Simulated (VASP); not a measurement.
# Cu (Fm-3m) in VASP: further runs

Runs on Cu. Level: PBE. Tasks: single point.

All numbers are computed with VASP 6.6.1; they aren't measurements. Logs are shortened: lines on timing, memory, paths and dates and some standing lists are left out, and cuts for length are marked.

### 1 The cell of the first run

The structure is cubic, space group Fm-3m (No. 225). Conventional cell: a = 3.554 Å, b = 3.554 Å, c = 3.554 Å, α = 90.00°, β = 90.00°, γ = 90.00°. Within 3.3 Å of Cu (site symmetry m-3m) lie 12 Cu at 2.51 Å.

### 2 Single point, PBE

Contents of INCAR:

```
  ALGO = Normal
  EDIFF = 1E-6
  ENCUT = 600
  GGA = PE
  GGA_COMPAT = F
  ISIF = 2
  ISMEAR = -1
  LASPH = T
  LCHARG = T
  LELF = T
  LREAL = F
  LVHAR = T
  LWAVE = F
  NBANDS = 12
  NELM = 120
  PREC = Accurate
  SIGMA = 0.05
```

Contents of KPOINTS:

```
k-points
0
Gamma
  11 11 11
```

Contents of POSCAR:

```
Cu
1.0
    0.0000000000      1.7768584873      1.7768584873
    1.7768584873      0.0000000000      1.7768584873
    1.7768584873      1.7768584873      0.0000000000
Cu
1
Direct
    0.0000000000      0.0000000000      0.0000000000
```

Potentials or basis: VASP PAW PBE potentials, release 64 (Cu).

Command:

```sh
$ cat potpaw_PBE.64/Cu/POTCAR > POTCAR
$ mpirun -np 1 vasp_std > vasp.out
```

OUTCAR:

```text
EDIFF = 1E-6
   ENCUT = 600
   GGA = PE
   ISIF = 2
   ISMEAR = -1
   LASPH = T
   LREAL = F
   NELM = 120
   PREC = Accurate

 ion  position               nearest neighbor table
   1  0.000  0.000  0.000-

  LATTYP: Found a face centered cubic cell.
 ALAT       =     3.5537169746

  Lattice vectors:

 A1 = (   0.0000000000,   1.7768584873,   1.7768584873)
 A2 = (   1.7768584873,   0.0000000000,   1.7768584873)
 A3 = (   1.7768584873,   1.7768584873,   0.0000000000)

Analysis of symmetry for initial positions (statically):
=====================================================================
 Subroutine PRICEL returns:
 Original cell was already a primitive cell.

 Routine SETGRP: Setting up the symmetry group for a
 face centered cubic supercell.

 Subroutine GETGRP returns: Found 48 space group operations
 (whereof 48 operations were pure point group operations)
 out of a pool of 48 trial point group operations.

The static configuration has the point symmetry O_h .

Analysis of symmetry for dynamics (positions and initial velocities):
=====================================================================
 Subroutine PRICEL returns:
 Original cell was already a primitive cell.

 Routine SETGRP: Setting up the symmetry group for a
 face centered cubic supercell.

 Subroutine GETGRP returns: Found 48 space group operations
 (whereof 48 operations were pure point group operations)
 out of a pool of 48 trial point group operations.

The dynamic configuration has the point symmetry O_h .

 Subroutine INISYM returns: Found 48 space group operations
 (whereof 48 operations are pure point group operations),
 and found     1 'primitive' translations

----------------------------------------------------------------------------------------

                                     Primitive cell

  volume of cell :      11.2199

  direct lattice vectors                    reciprocal lattice vectors
     0.000000000  1.776858487  1.776858487    -0.281395510  0.281395510  0.281395510
     1.776858487  0.000000000  1.776858487     0.281395510 -0.281395510  0.281395510
     1.776858487  1.776858487  0.000000000     0.281395510  0.281395510 -0.281395510

  length of vectors
     2.512857371  2.512857371  2.512857371     0.487391320  0.487391320  0.487391320

  position of ions in fractional coordinates (direct lattice)
     0.000000000  0.000000000  0.000000000

  ion indices of the primitive-cell ions
   primitive index   ion index
                 1           1

----------------------------------------------------------------------------------------

 KPOINTS: k-points

Automatic generation of k-mesh.
 Grid dimensions read from file:
 generate k-points for:   11   11   11

 Generating k-lattice:

  Cartesian coordinates                     Fractional coordinates (reciprocal lattice)
    -0.025581410  0.025581410  0.025581410     0.090909091  0.000000000  0.000000000
     0.025581410 -0.025581410  0.025581410     0.000000000  0.090909091  0.000000000
     0.025581410  0.025581410 -0.025581410     0.000000000  0.000000000  0.090909091

  Length of vectors
     0.044308302  0.044308302  0.044308302

  Shift w.r.t. Gamma in fractional coordinates (k-lattice)
     0.000000000  0.000000000  0.000000000

 Subroutine IBZKPT returns following result:
 ===========================================

 Found     56 irreducible k-points:

 Following reciprocal coordinates:
            Coordinates               Weight
  0.000000  0.000000  0.000000      1.000000
  0.090909  0.000000  0.000000      8.000000
  0.181818  0.000000  0.000000      8.000000
  0.272727  0.000000  0.000000      8.000000
  0.363636  0.000000  0.000000      8.000000
  0.454545  0.000000  0.000000      8.000000
[... 16 lines left out ...]
 -0.272727  0.181818  0.000000     24.000000
 -0.181818  0.181818  0.000000     12.000000
 [... further k-points ...]
   k-points           NKPTS =     56   k-points in BZ     NKDIM =     56   number of bands    NBANDS=     12
   number of dos      NEDOS =    301   number of ions     NIONS =      1
   total plane-waves  NPLWV =   8000
   dimension x,y,z NGX =    20 NGY =   20 NGZ =   20
   dimension x,y,z NGXF=    40 NGYF=   40 NGZF=   40
   ions per type =               1
   NGX,Y,Z   is equivalent  to a cutoff of  13.23, 13.23, 13.23 a.u.
   NGXF,Y,Z  is equivalent  to a cutoff of  26.46, 26.46, 26.46 a.u.
 SYSTEM =  unknown system
   PREC   = accura    normal or accurate (medium, high low for compatibility)
   ISTART =      0    job   : 0-new  1-cont  2-samecut
   ICHARG =      2    charge: 1-file 2-atom 10-const
   ISPIN  =      1    spin polarized calculation?
   LNONCOLLINEAR =      F non collinear calculations
   LSORBIT =      F    spin-orbit coupling
   LASPH  =      T    aspherical Exc in radial PAW
   ENCUT  =  600.0 eV  44.10 Ry    6.64 a.u.   5.02  5.02  5.02*2*pi/ulx,y,z
   NELM   =    120;   NELMIN=  2; NELMDL= -5     # of ELM steps
   EDIFF  = 0.1E-05   stopping-criterion for ELM
   LREAL  =      F    real-space projection
   EDIFFG = 0.1E-04   stopping-criterion for IOM
   NSW    =      0    number of steps for IOM
   IBRION =     -1    ionic relax: 0-MD 1-quasi-New 2-CG
   NFREE  =      0    steps in history (QN), initial steepest desc. (CG)
   ISIF   =      2    stress and relaxation
   ISYM   =      2    0-nonsym 1-usesym 2-fastsym
   POTIM  = 0.5000    time-step for ionic-motion
   TEBEG  =    0.0;   TEEND  =   0.0 temperature during run
   PSTRESS=    0.0 pullay stress
   NELECT =      11.0000    total number of electrons
   NUPDOWN=      -1.0000    fix difference up-down
   EMIN   =  10.00;   EMAX   =-10.00  energy-range for DOS
   EFERMI =   0.00;   METHOD = LEGACY
   ISMEAR =    -1;   SIGMA  =   0.05  broadening in eV -4-tet -1-fermi 0-gaus
   EFERMI_NEDOS =   21; number of points for ismear=-14 and -15
   IALGO  =     38    algorithm
   IMIX   =      4    mixing-type and parameters
     AMIX     =   0.40;   BMIX     =  1.00
     AMIX_MAG =   1.60;   BMIX_MAG =  1.00
  volume/ion in A,a.u.               =      11.22        75.72
  Fermi-wavevector in a.u.,A,eV,Ry     =   1.626333  3.073324 35.986865  2.644960
  Thomas-Fermi vector in A             =   2.719310
   LORBIT       =      0    0 simple, 1 ext, 2 COOP (PROOUT), +10 PAW based schemes
   GGA     = PE    functional components
   LHFCALC =     F    Hartree Fock is set to
   AEXX    =    0.0000 exact exchange contribution
   IVDW    =     0    specifies the selected vdW correction
   LEPSILON=     F    determine dielectric tensor
   LRPA    =     F    only Hartree local field effects (RPA)
 non-spin polarized calculation
  energy-cutoff  :      600.00
  volume of cell :       11.22
 maximum number of plane-waves:       383
   NGX =  9   NGY =  9   NGZ =  9

 number of electron      11.0000013 magnetization

 Free energy of the ion-electron system (eV)
  ---------------------------------------------------
  ext. energy  EPLUGINS =         0.00000000
  ---------------------------------------------------
  free energy    TOTEN  =        -3.70928045 eV

  energy without entropy =       -3.70793936  energy(sigma->0) =       -3.70860990

 E-fermi :   8.3262     XC(G=0): -13.0271

 val. band max:        8.2070967207   @ k =   0.4545   0.2727   0.0000
 cond. band min:       8.4266990045   @ k =   0.4545   0.3636   0.0000
 fundamental gap:      0.2196022838
 Fermi energy:         8.3262129271

 k-point     1 :       0.0000    0.0000    0.0000
  band No.  band energies     occupation
      1      -1.5106      2.00000
      2       5.0449      2.00000
      3       5.0449      2.00000
      4       5.0449      2.00000
      5       5.9348      2.00000
      6       5.9348      2.00000
      7      31.2417      0.00000
      8      34.2897      0.00000
      9      34.2897      0.00000
     10      34.2897      0.00000
     11      36.8336      0.00000
     12      36.8336      0.00000

 k-point     2 :       0.0909    0.0000    0.0000
  band No.  band energies     occupation
      1      -1.1995      2.00000
      2       4.9775      2.00000
      3       5.1033      2.00000
      4       5.1033      2.00000
      5       5.9130      2.00000
      6       5.9130      2.00000
      7      29.3215      0.00000
      8      32.2245      0.00000
      9      33.4971      0.00000
     10      33.4971      0.00000
     11      38.0278      0.00000
     12      38.0278      0.00000

 k-point     3 :       0.1818    0.0000    0.0000
  band No.  band energies     occupation
      1      -0.2990      2.00000
      2       4.8290      2.00000
      3       5.2070      2.00000
      4       5.2070      2.00000
      5       5.9148      2.00000
      6       5.9148      2.00000
      7      24.6184      0.00000
      8      31.6844      0.00000
      9      32.4474      0.00000
     10      32.4474      0.00000
     11      38.6213      0.00000
     12      39.0475      0.00000

 k-point     4 :       0.2727    0.0000    0.0000
  band No.  band energies     occupation
      1       1.0420      2.00000
      2       4.7837      2.00000
      3       5.1960      2.00000
      4       5.1960      2.00000
      5       6.0807      2.00000
      6       6.0807      2.00000
      7      20.0060      0.00000
      8      30.9848      0.00000
      9      31.7016      0.00000
     10      31.7016      0.00000
     11      37.0509      0.00000
     12      37.0509      0.00000

 k-point     5 :       0.3636    0.0000    0.0000
  band No.  band energies     occupation
      1       2.3112      2.00000
      2       5.0947      2.00000
      3       5.0947      2.00000
      4       5.3222      2.00000
      5       6.3427      2.00000
      6       6.3427      2.00000
      7      15.8953      0.00000
      8      30.2326      0.00000
      9      31.2856      0.00000
     10      31.2856      0.00000
     11      35.2225      0.00000
     12      35.2225      0.00000
[... 228 lines left out ...]
      1       3.4441      2.00000
      2       4.5470      2.00000
      3       5.1453      2.00000
      4       5.3863      2.00000
      5       6.5245      2.00000
      6       9.6276      0.00000
      7      12.6684      0.00000
      8      23.2430      0.00000
      9      27.0865      0.00000
     10      29.2120      0.00000
     11      39.3282      0.00000
     12      39.8982      0.00000

 k-point    22 :      -0.3636    0.1818    0.0000
  band No.  band energies     occupation
      1       3.3856      2.00000
      2       4.6644      2.00000
      3       4.9785      2.00000
      4       5.3763      2.00000
      5       6.2860      2.00000
      6       8.6623      0.00240
      7      14.3141      0.00000
      8      22.3986      0.00000
      9      28.6206      0.00000
     10      29.9193      0.00000
     11      38.5769      0.00000
     12      39.1675      0.00000

 k-point    23 :      -0.2727    0.1818    0.0000
  band No.  band energies     occupation
      1       2.7643      2.00000
      2       4.5685      2.00000
      3       4.8830      2.00000
      4       5.4467      2.00000
      5       5.9338      2.00000
      6       7.3476      2.00000
      7      18.0261      0.00000
      8      22.1620      0.00000
      9      30.7819      0.00000
     10      31.1917      0.00000
     11      37.9368      0.00000
     12      38.3413      0.00000

 k-point    24 :      -0.1818    0.1818    0.0000
  band No.  band energies     occupation
      1       1.5077      2.00000
      2       4.5431      2.00000
      3       5.1037      2.00000
      4       5.5757      2.00000
      5       5.5863      2.00000
      6       6.6202      2.00000
      7      22.0311      0.00000
      8      22.8288      0.00000
      9      32.9709      0.00000
     10      33.4284      0.00000
     11      36.1692      0.00000
     12      38.5664      0.00000

 [... further k-points ...]

------------------------ aborting loop because EDIFF is reached ----------------------------------------

  FORCE on cell =-STRESS in cart. coord.  units (eV):
  Direction    XX          YY          ZZ          XY          YZ          ZX
  --------------------------------------------------------------------------------------
  -------------------------------------------------------------------------------------
  Total        0.7594807      0.7594807      0.7594807      0.0000000      0.0000000     -0.0000000
  in kB      108.4523091    108.4523091    108.4523091      0.0000000      0.0000000     -0.0000000
  external PRESSURE =     108.4523091 kB  Pullay stress =       0.0000000 kB

 VOLUME and BASIS-vectors are now :
 -----------------------------------------------------------------------------
  energy-cutoff  :      600.00
  volume of cell :       11.22
      direct lattice vectors                 reciprocal lattice vectors
     0.000000000  1.776858487  1.776858487    -0.281395510  0.281395510  0.281395510
     1.776858487  0.000000000  1.776858487     0.281395510 -0.281395510  0.281395510
     1.776858487  1.776858487  0.000000000     0.281395510  0.281395510 -0.281395510

 POSITION                                       TOTAL-FORCE (eV/Angst)
 -----------------------------------------------------------------------------------
      0.00000      0.00000      0.00000        -0.000000     -0.000000     -0.000000
 -----------------------------------------------------------------------------------
    total drift:                               -0.000000     -0.000000     -0.000000

  FREE ENERGIE OF THE ION-ELECTRON SYSTEM (eV)
  ---------------------------------------------------
  free  energy   TOTEN  =        -3.7092804540 eV

  energy  without entropy=       -3.7079393553  energy(sigma->0) =       -3.70860990
```

It took 5.8 s on 1 thread of AMD EPYC 9R45 (Zen 5), shared host; peak memory 0.09 GiB.

What came out:

```
Free energy : -3.7093 eV
Pressure    : 10.8 GPa
```

Levels at points of the mesh, in eV from the Fermi level:
```tsv
k point	band 3	band 4	band 5	band 6	band 7	band 8	band 9	band 10
(0.00, 0.00, 0.00)	-3.28	-3.28	-2.39	-2.39	22.92	25.96	25.96	25.96
```

### 3 Single point, PBE

This run uses another cell than the first one, of 11.57 Å³/atom, 1.032 times its volume.

Contents of INCAR:

```
SYSTEM = Cu
PREC = Accurate
ENCUT = 600
EDIFF = 1E-6
ISMEAR = -1
SIGMA = 0.05
LREAL = .FALSE.
LASPH = .TRUE.
NELM = 120
ALGO = Normal
ISIF = 2
LWAVE = .FALSE.
LCHARG = .TRUE.
GGA = PE
LELF = .TRUE.
LVHAR = .TRUE.
NBANDS = 12
GGA_COMPAT = .FALSE.
```

Contents of KPOINTS:

```
regular mesh
0
G
  11 11 11
  0 0 0
```

Contents of POSCAR:

```
Cu
1.0
    0.0000000000      1.7953687620      1.7953687620
    1.7953687620      0.0000000000      1.7953687620
    1.7953687620      1.7953687620      0.0000000000
Cu
1
Direct
    0.0000000000      0.0000000000      0.0000000000
```

Potentials or basis: VASP PAW PBE potentials, release 64 (Cu).

Command:

```sh
$ cat potpaw_PBE.64/Cu/POTCAR > POTCAR
$ mpirun -np 1 vasp_std > vasp.out
```

OUTCAR:

```text
SYSTEM = Cu
   PREC = Accurate
   ENCUT = 600
   EDIFF = 1E-6
   ISMEAR = -1
   LREAL = .FALSE.
   LASPH = .TRUE.
   NELM = 120
   ISIF = 2
   GGA = PE

 ion  position               nearest neighbor table
   1  0.000  0.000  0.000-

  LATTYP: Found a face centered cubic cell.
 ALAT       =     3.5907375240

  Lattice vectors:

 A1 = (   0.0000000000,   1.7953687620,   1.7953687620)
 A2 = (   1.7953687620,   0.0000000000,   1.7953687620)
[... 538 lines left out ...]
     12      37.6383      0.00000

 [... further k-points ...]

------------------------ aborting loop because EDIFF is reached ----------------------------------------

  FORCE on cell =-STRESS in cart. coord.  units (eV):
  Direction    XX          YY          ZZ          XY          YZ          ZX
  --------------------------------------------------------------------------------------
  -------------------------------------------------------------------------------------
  Total        0.3815939      0.3815939      0.3815939      0.0000000     -0.0000000      0.0000000
  in kB       52.8227512     52.8227512     52.8227512      0.0000000     -0.0000000      0.0000000
  external PRESSURE =      52.8227512 kB  Pullay stress =       0.0000000 kB

 VOLUME and BASIS-vectors are now :
 -----------------------------------------------------------------------------
  energy-cutoff  :      600.00
  volume of cell :       11.57
      direct lattice vectors                 reciprocal lattice vectors
     0.000000000  1.795368762  1.795368762    -0.278494319  0.278494319  0.278494319
     1.795368762  0.000000000  1.795368762     0.278494319 -0.278494319  0.278494319
     1.795368762  1.795368762  0.000000000     0.278494319  0.278494319 -0.278494319

 POSITION                                       TOTAL-FORCE (eV/Angst)
 -----------------------------------------------------------------------------------
      0.00000      0.00000      0.00000         0.000000      0.000000      0.000000
 -----------------------------------------------------------------------------------
    total drift:                               -0.000000     -0.000000     -0.000000

  FREE ENERGIE OF THE ION-ELECTRON SYSTEM (eV)
  ---------------------------------------------------
  free  energy   TOTEN  =        -3.7269637499 eV

  energy  without entropy=       -3.7256247015  energy(sigma->0) =       -3.72629423
```

OSZICAR:

```text
N       E                     dE             d eps       ncg     rms          rms(c)
DAV:   1     0.457994715793E+02    0.45799E+02   -0.59775E+03  1496   0.174E+03
DAV:   2    -0.311743683734E+01   -0.48917E+02   -0.45492E+02  1388   0.216E+02
DAV:   3    -0.463043739538E+01   -0.15130E+01   -0.15054E+01  1604   0.430E+01
DAV:   4    -0.464038806982E+01   -0.99507E-02   -0.99495E-02  1532   0.302E+00
DAV:   5    -0.464047760394E+01   -0.89534E-04   -0.89533E-04  1596   0.287E-01    0.773E+00
DAV:   6    -0.409201188501E+01    0.54847E+00   -0.14276E+01  1628   0.730E+01    0.380E+00
DAV:   7    -0.374010730958E+01    0.35190E+00   -0.21996E+00  1624   0.286E+01    0.594E-01
DAV:   8    -0.372850827125E+01    0.11599E-01   -0.43886E-03  1540   0.972E-01    0.296E-01
DAV:   9    -0.372696178599E+01    0.15465E-02   -0.93630E-03  1684   0.172E+00    0.277E-02
DAV:  10    -0.372696506815E+01   -0.32822E-05   -0.31159E-05  1944   0.894E-02    0.875E-03
DAV:  11    -0.372696365715E+01    0.14110E-05   -0.10592E-06  1160   0.199E-02    0.223E-04
DAV:  12    -0.372696374989E+01   -0.92740E-07   -0.57014E-08   864   0.284E-03
   1 F= -.37269637E+01 E0= -.37262942E+01  d E =-.133905E-02
```

stdout:

```text
POSCAR found type information on POSCAR Cu
 POSCAR found :  1 types and       1 ions
 scaLAPACK will be used
 LDA part: xc-table for (Slater+PW92), standard interpolation
 POSCAR, INCAR and KPOINTS ok, starting setup
 FFT: planning ... GRIDC
 FFT: planning ... GRID_SOFT
 FFT: planning ... GRID
 WAVECAR not read
 entering main loop
```

It took 5.8 s on 1 thread of AMD EPYC 9R45 (Zen 5), shared host; peak memory 0.1 GiB.

What came out:

| Item | Value |
| --- | --- |
| Free energy | -3.7270 eV |
| Pressure | 5.3 GPa |

Levels at points of the mesh, in eV from the Fermi level:
| k point | band 4 | band 5 | band 6 | band 7 | band 8 | band 9 |
| --- | --- | --- | --- | --- | --- | --- |
| (0.00, 0.00, 0.00) | -3.18 | -2.34 | -2.34 | 22.67 | 25.47 | 25.47 |
